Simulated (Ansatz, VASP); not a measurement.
**TaN in VASP and in Ansatz**

```
Ta N
1.0
     2.58946   -4.48508    0.00000
    -5.17892    0.00000    0.00000
     0.00000    0.00000   -5.79199
Ta N
6 6
Direct
  0.33333 0.66667 0.25000
  0.33333 0.66667 0.75000
  0.66667 0.33333 0.25000
  0.66667 0.33333 0.75000
  0.00000 0.00000 0.50000
  0.00000 0.00000 0.00000
  0.00000 0.60663 0.50000
  0.00000 0.60663 0.00000
  0.39337 0.39337 0.50000
  0.39337 0.39337 0.00000
  0.60663 0.00000 0.50000
  0.60663 0.00000 0.00000
```

Alike in both runs: task relaxation of cell and atoms; functional PBEsol; k mesh 6 × 6 × 6; occupations gaussian, width 0.1 eV; no spin polarisation.

|  | VASP | Ansatz |
| --- | --- | --- |
| version | VASP 6.6.1 | Ansatz 0.2.0 |
| potentials or method | VASP PAW PBE potentials, release 64 (Ta_pv, N), cutoff 600 eV | scalar-relativistic, plane waves, PAW |
| valence electrons in the cell | 96 | 108 |

|  | VASP | Ansatz | Ansatz less VASP |
| --- | --- | --- | --- |
| gap on the k mesh at the Fermi level, each at its own relaxed structure (eV) | none | none | - |
| relaxed volume (Å³/atom) | 11.24 | 11.21 | -0.025 |
| relaxed cell length with the largest relative difference (Å) | 5.186 | 5.180 | -0.0051 |

VASP's potentials were made for PBE, not for PBEsol. A gap of «none» marks a metal or a gap that the smearing closes. VASP's potentials hold 96 valence electrons a cell and Ansatz's 108, so a difference there can come from the potentials and not from the codes.

Neither program's run includes spin-orbit coupling.
